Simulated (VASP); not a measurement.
N2, 2 atoms in the cell. The cell holds a molecule in a box, 2 atoms: a = 9.800 Å, b = 10.000 Å, c = 9.400 Å, α = 90.00°, β = 90.00°, γ = 90.00°. 

```yaml
Program: VASP 6.6.1
Task: single point
Functional: PBE
Dispersion: D3(BJ)
Potentials_or_basis: VASP PAW PBE potentials, release 64 (N)
Cutoff: 520 eV
k_mesh: 1 × 1 × 1
Occupations: gaussian, width 0.01 eV
Spin: no spin polarisation
Dipole_correction: no
Further_INCAR_settings: ALGO = Normal; EDIFF = 1e-06; NBANDS = 12
```

Potentials or basis: VASP PAW PBE potentials, release 64 (N).

The run is started by

```bash
$ cat potpaw_PBE.64/N/POTCAR > POTCAR
$ mpirun -np 1 vasp_gam > vasp.out
```

Hardware: 1 thread of Intel(R) Xeon(R) Platinum 8259CL CPU @ 2.50GHz (Skylake/Cascade Lake), with other jobs on the host.

Estimate the wall time of this run.

Wall time 64 s on 1 thread of Intel(R) Xeon(R) Platinum 8259CL CPU @ 2.50GHz (Skylake/Cascade Lake) (shared host), peak memory 0.81 GiB. Counts: scf iterations 19, k points 1.
